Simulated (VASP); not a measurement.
# Br (Fm-3m) in VASP: notebook

The runs below take Br through single point, with PBE.

All numbers are computed with VASP 6.6.1; they aren't measurements. Logs are shortened: lines on timing, memory, paths and dates and some standing lists are left out, and cuts for length are marked.

## (1) The cell of the first run

The structure is cubic, space group Fm-3m (No. 225). Conventional cell: a = 4.724 Å, b = 4.724 Å, c = 4.724 Å, α = 90.00°, β = 90.00°, γ = 90.00°. Within 4.4 Å of Br (site symmetry m-3m) lie 12 Br at 3.34 Å.

## (2) Single point, PBE

Input file INCAR:

```
SYSTEM = Br
  ALGO = Normal
  EDIFF = 1E-7
  ENCUT = 520
  GGA = PE
  ISIF = 2
  ISMEAR = -1
  LASPH = .TRUE.
  LCHARG = .FALSE.
  LREAL = .FALSE.
  LWAVE = .FALSE.
  NBANDS = 10
  NELM = 60
  PREC = Accurate
  SIGMA = 0.05
```

Input file KPOINTS:

```
k-points
0
G
  14 14 14
  0 0 0
```

Input file POSCAR:

```
Br
1.0
    0.0000000000      2.3622023363      2.3622023363
    2.3622023363      0.0000000000      2.3622023363
    2.3622023363      2.3622023363      0.0000000000
Br
1
Direct
    0.0000000000      0.0000000000      0.0000000000
```

Potentials or basis: VASP PAW PBE potentials, release 64 (Br).

The run is started by

```bash
> cat potpaw_PBE.64/Br/POTCAR > POTCAR
> mpirun -np 1 vasp_std > vasp.out
```

OUTCAR:

```text
SYSTEM = Br
   EDIFF = 1E-7
   ENCUT = 520
   GGA = PE
   ISIF = 2
   ISMEAR = -1
   LASPH = .TRUE.
   LREAL = .FALSE.
   NELM = 60
   PREC = Accurate

 ion  position               nearest neighbor table
   1  0.000  0.000  0.000-

  LATTYP: Found a face centered cubic cell.
 ALAT       =     4.7244046726

  Lattice vectors:

 A1 = (   0.0000000000,   2.3622023363,   2.3622023363)
 A2 = (   2.3622023363,   0.0000000000,   2.3622023363)
 A3 = (   2.3622023363,   2.3622023363,   0.0000000000)

Analysis of symmetry for initial positions (statically):
=====================================================================
 Subroutine PRICEL returns:
 Original cell was already a primitive cell.

 Routine SETGRP: Setting up the symmetry group for a
 face centered cubic supercell.

 Subroutine GETGRP returns: Found 48 space group operations
 (whereof 48 operations were pure point group operations)
 out of a pool of 48 trial point group operations.

The static configuration has the point symmetry O_h .

Analysis of symmetry for dynamics (positions and initial velocities):
=====================================================================
 Subroutine PRICEL returns:
 Original cell was already a primitive cell.

 Routine SETGRP: Setting up the symmetry group for a
 face centered cubic supercell.

 Subroutine GETGRP returns: Found 48 space group operations
 (whereof 48 operations were pure point group operations)
 out of a pool of 48 trial point group operations.

The dynamic configuration has the point symmetry O_h .

 Subroutine INISYM returns: Found 48 space group operations
 (whereof 48 operations are pure point group operations),
 and found     1 'primitive' translations

----------------------------------------------------------------------------------------

                                     Primitive cell

  volume of cell :      26.3622

  direct lattice vectors                    reciprocal lattice vectors
     0.000000000  2.362202336  2.362202336    -0.211666881  0.211666881  0.211666881
     2.362202336  0.000000000  2.362202336     0.211666881 -0.211666881  0.211666881
     2.362202336  2.362202336  0.000000000     0.211666881  0.211666881 -0.211666881

  length of vectors
     3.340658581  3.340658581  3.340658581     0.366617792  0.366617792  0.366617792

  position of ions in fractional coordinates (direct lattice)
     0.000000000  0.000000000  0.000000000

  ion indices of the primitive-cell ions
   primitive index   ion index
                 1           1

----------------------------------------------------------------------------------------

 KPOINTS: k-points

Automatic generation of k-mesh.
 Grid dimensions read from file:
 generate k-points for:   14   14   14

 Generating k-lattice:

  Cartesian coordinates                     Fractional coordinates (reciprocal lattice)
    -0.015119063  0.015119063  0.015119063     0.071428571  0.000000000  0.000000000
     0.015119063 -0.015119063  0.015119063     0.000000000  0.071428571  0.000000000
     0.015119063  0.015119063 -0.015119063     0.000000000  0.000000000  0.071428571

  Length of vectors
     0.026186985  0.026186985  0.026186985

  Shift w.r.t. Gamma in fractional coordinates (k-lattice)
     0.000000000  0.000000000  0.000000000

 Subroutine IBZKPT returns following result:
 ===========================================

 Found    104 irreducible k-points:

 Following reciprocal coordinates:
            Coordinates               Weight
  0.000000  0.000000  0.000000      1.000000
  0.071429  0.000000  0.000000      8.000000
  0.142857  0.000000  0.000000      8.000000
  0.214286  0.000000  0.000000      8.000000
  0.285714  0.000000  0.000000      8.000000
  0.357143  0.000000  0.000000      8.000000
[... 16 lines left out ...]
  0.214286  0.142857  0.000000     24.000000
  0.285714  0.142857  0.000000     24.000000
 [... further k-points ...]
   k-points           NKPTS =    104   k-points in BZ     NKDIM =    104   number of bands    NBANDS=     10
   number of dos      NEDOS =    301   number of ions     NIONS =      1
   total plane-waves  NPLWV =  21952
   dimension x,y,z NGX =    28 NGY =   28 NGZ =   28
   dimension x,y,z NGXF=    56 NGYF=   56 NGZF=   56
   ions per type =               1
   NGX,Y,Z   is equivalent  to a cutoff of  13.93, 13.93, 13.93 a.u.
   NGXF,Y,Z  is equivalent  to a cutoff of  27.87, 27.87, 27.87 a.u.
 SYSTEM =  Br
   PREC   = accura    normal or accurate (medium, high low for compatibility)
   ISTART =      0    job   : 0-new  1-cont  2-samecut
   ICHARG =      2    charge: 1-file 2-atom 10-const
   ISPIN  =      1    spin polarized calculation?
   LNONCOLLINEAR =      F non collinear calculations
   LSORBIT =      F    spin-orbit coupling
   LASPH  =      T    aspherical Exc in radial PAW
   ENCUT  =  520.0 eV  38.22 Ry    6.18 a.u.   6.21  6.21  6.21*2*pi/ulx,y,z
   NELM   =     60;   NELMIN=  2; NELMDL= -5     # of ELM steps
   EDIFF  = 0.1E-06   stopping-criterion for ELM
   LREAL  =      F    real-space projection
   EDIFFG = 0.1E-05   stopping-criterion for IOM
   NSW    =      0    number of steps for IOM
   IBRION =     -1    ionic relax: 0-MD 1-quasi-New 2-CG
   NFREE  =      0    steps in history (QN), initial steepest desc. (CG)
   ISIF   =      2    stress and relaxation
   ISYM   =      2    0-nonsym 1-usesym 2-fastsym
   POTIM  = 0.5000    time-step for ionic-motion
   TEBEG  =    0.0;   TEEND  =   0.0 temperature during run
   PSTRESS=    0.0 pullay stress
   NELECT =       7.0000    total number of electrons
   NUPDOWN=      -1.0000    fix difference up-down
   EMIN   =  10.00;   EMAX   =-10.00  energy-range for DOS
   EFERMI =   0.00;   METHOD = LEGACY
   ISMEAR =    -1;   SIGMA  =   0.05  broadening in eV -4-tet -1-fermi 0-gaus
   EFERMI_NEDOS =   21; number of points for ismear=-14 and -15
   IALGO  =     38    algorithm
   IMIX   =      4    mixing-type and parameters
     AMIX     =   0.40;   BMIX     =  1.00
     AMIX_MAG =   1.60;   BMIX_MAG =  1.00
  volume/ion in A,a.u.               =      26.36       177.90
  Fermi-wavevector in a.u.,A,eV,Ry     =   1.052237  1.988440 15.064420  1.107204
  Thomas-Fermi vector in A             =   2.187312
   LORBIT       =      0    0 simple, 1 ext, 2 COOP (PROOUT), +10 PAW based schemes
   GGA     = PE    functional components
   LHFCALC =     F    Hartree Fock is set to
   AEXX    =    0.0000 exact exchange contribution
   IVDW    =     0    specifies the selected vdW correction
   LEPSILON=     F    determine dielectric tensor
   LRPA    =     F    only Hartree local field effects (RPA)
 non-spin polarized calculation
  energy-cutoff  :      520.00
  volume of cell :       26.36
 maximum number of plane-waves:       725
 NGX is ok and might be reduce to    28
   NGX = 13   NGY = 13   NGZ = 13

 number of electron       7.0000000 magnetization

 Free energy of the ion-electron system (eV)
  ---------------------------------------------------
  ext. energy  EPLUGINS =         0.00000000
  ---------------------------------------------------
  free energy    TOTEN  =        -0.98476365 eV

  energy without entropy =       -0.96959076  energy(sigma->0) =       -0.97717721

 E-fermi :   1.5255     XC(G=0):  -9.3127

 val. band max:        1.5084864267   @ k =   0.5000   0.0714   0.0000
 cond. band min:       1.5313365636   @ k =   0.2143   0.2143   0.0000
 fundamental gap:      0.0228501369
 Fermi energy:         1.5254637497

 k-point     1 :       0.0000    0.0000    0.0000
  band No.  band energies     occupation
      1     -13.7341      2.00000
      2       2.3986      0.00000
      3       2.3986      0.00000
      4       2.3986      0.00000
      5       9.5261      0.00000
      6      14.0801      0.00000
      7      14.0801      0.00000
      8      14.0801      0.00000
      9      18.2052      0.00000
     10      18.2628      0.00000

 k-point     2 :       0.0714    0.0000    0.0000
  band No.  band energies     occupation
      1     -13.6793      2.00000
      2       2.0115      0.00012
      3       2.3624      0.00000
      4       2.3624      0.00000
      5       9.8647      0.00000
      6      13.7678      0.00000
      7      14.2015      0.00000
      8      14.2015      0.00000
      9      17.8985      0.00000
     10      17.8985      0.00000

 k-point     3 :       0.1429    0.0000    0.0000
  band No.  band energies     occupation
      1     -13.5204      2.00000
      2       1.0702      1.99978
      3       2.2639      0.00000
      4       2.2639      0.00000
      5      10.5229      0.00000
      6      13.4026      0.00000
      7      14.4651      0.00000
      8      14.4651      0.00000
      9      17.3225      0.00000
     10      17.3225      0.00000

 k-point     4 :       0.2143    0.0000    0.0000
  band No.  band energies     occupation
      1     -13.2751      2.00000
      2      -0.0759      2.00000
      3       2.1289      0.00001
      4       2.1289      0.00001
      5      10.7472      0.00000
      6      13.8096      0.00000
      7      14.5261      0.00000
      8      14.5261      0.00000
      9      17.2793      0.00000
     10      17.2793      0.00000
[... 222 lines left out ...]
 k-point    22 :       0.1429    0.1429    0.0000
  band No.  band energies     occupation
      1     -13.4490      2.00000
      2       1.1609      1.99864
      3       1.9533      0.00038
      4       1.9533      0.00038
      5      10.9806      0.00000
      6      12.4057      0.00000
      7      15.0815      0.00000
      8      15.0815      0.00000
      9      15.5000      0.00000
     10      18.7094      0.00000

 k-point    23 :       0.2143    0.1429    0.0000
  band No.  band energies     occupation
      1     -13.2667      2.00000
      2       0.4172      2.00000
      3       1.7592      0.01847
      4       1.8054      0.00737
      5      11.3780      0.00000
      6      12.0516      0.00000
      7      14.5273      0.00000
      8      15.4885      0.00000
      9      16.0693      0.00000
     10      18.8292      0.00000

 k-point    24 :       0.2857    0.1429    0.0000
  band No.  band energies     occupation
      1     -13.0123      2.00000
      2      -0.5364      2.00000
      3       1.5921      0.41756
      4       1.6193      0.26560
      5      11.2073      0.00000
      6      12.4854      0.00000
      7      13.8808      0.00000
      8      15.5256      0.00000
      9      17.3261      0.00000
     10      19.2783      0.00000

 [... further k-points ...]
[... 5 lines left out ...]
  --------------------------------------------------------------------------------------
  -------------------------------------------------------------------------------------
  Total        0.0041300      0.0041300      0.0041300      0.0000000      0.0000000      0.0000000
  in kB        0.2510019      0.2510019      0.2510019      0.0000000      0.0000000      0.0000000
  external PRESSURE =       0.2510019 kB  Pullay stress =       0.0000000 kB

 VOLUME and BASIS-vectors are now :
 -----------------------------------------------------------------------------
  energy-cutoff  :      520.00
  volume of cell :       26.36
      direct lattice vectors                 reciprocal lattice vectors
     0.000000000  2.362202336  2.362202336    -0.211666881  0.211666881  0.211666881
     2.362202336  0.000000000  2.362202336     0.211666881 -0.211666881  0.211666881
     2.362202336  2.362202336  0.000000000     0.211666881  0.211666881 -0.211666881

 POSITION                                       TOTAL-FORCE (eV/Angst)
 -----------------------------------------------------------------------------------
      0.00000      0.00000      0.00000        -0.000000     -0.000000     -0.000000
 -----------------------------------------------------------------------------------
    total drift:                                0.000000      0.000000      0.000000

  FREE ENERGIE OF THE ION-ELECTRON SYSTEM (eV)
  ---------------------------------------------------
  free  energy   TOTEN  =        -0.9847636541 eV

  energy  without entropy=       -0.9695907627  energy(sigma->0) =       -0.97717721
```

It took 12 s on 1 thread of Intel Xeon 6975P-C (Granite Rapids), shared host; peak memory 0.16 GiB.

Results:

* Free energy: -0.9848 eV
* Pressure: 0.0 GPa

Caveat: an odd number of electrons without spin polarisation forces a metal; a magnetic or distorted state may lie lower.

[end of part 1 of 2]
